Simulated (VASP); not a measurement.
A run of VASP 6.6.1:

INCAR

```
SYSTEM = Ca
ALGO = Normal
EDIFF = 1E-6
ENCUT = 520
ISIF = 2
ISMEAR = -1
LASPH = .True.
LCHARG = .False.
LREAL = .False.
LWAVE = .False.
NBANDS = 17
NELM = 80
PREC = Accurate
SIGMA = 0.1
```

Contents of KPOINTS:

```
k-points
0
Gamma
  10 10 6
  0 0 0
```

File POSCAR:

```
Ca
1.0
    3.7741995585      0.0000000000      0.0000000000
   -1.8870997792      3.2685526966      0.0000000000
    0.0000000000      0.0000000000      6.2203398814
Ca
2
Direct
    0.3333333333      0.6666666667      0.2500000000
    0.6666666667      0.3333333333      0.7500000000
```

Potentials or basis: VASP PAW LDA potentials, release 64 (Ca_sv).

The run is started by

```sh
$ cat potpaw_LDA.64/Ca_sv/POTCAR > POTCAR
$ mpirun -np 1 vasp_std > vasp.out
```

Hardware: 1 thread of AMD EPYC 7R13 Processor (Zen 3) (shared host).

Estimate the wall time of this run.

It took 52 s on 1 thread of AMD EPYC 7R13 Processor (Zen 3) (shared host), peak memory 0.16 GiB. Counts: scf iterations 11, k points 56.
